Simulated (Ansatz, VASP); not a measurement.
## BeS: VASP beside Ansatz

```
Be S
1.0
     0.00000    2.41225    2.45122
     2.45122    0.00000    2.45122
     2.45122    2.41225    0.00000
Be S
1 1
Direct
  0.00000 0.00000 0.00000
  0.75000 0.75000 0.75000
```

Alike in both runs: task single point; functional PBEsol; k mesh 10 × 10 × 10; occupations gaussian, width 0.05 eV; no spin polarisation.

|  | VASP | Ansatz |
| --- | --- | --- |
| version | VASP 6.6.1 | Ansatz 0.2.0 |
| potentials or method | VASP PAW PBE potentials, release 64 (Be, S), cutoff 520 eV | scalar-relativistic, plane waves, PAW |
| valence electrons in the cell | 8 | 8 |

```tsv
	VASP	Ansatz	Ansatz less VASP
gap on the k mesh at the Fermi level (eV)	2.83	2.83	-0.003
least direct gap on the mesh (eV)	5.52	5.51	-0.001
pressure (GPa)	-2.1	-2.2	-0.15
traceless stress, the component that is largest in VASP (GPa)	0.97	0.97	+0.005
```

VASP's potentials were made for PBE, not for PBEsol.
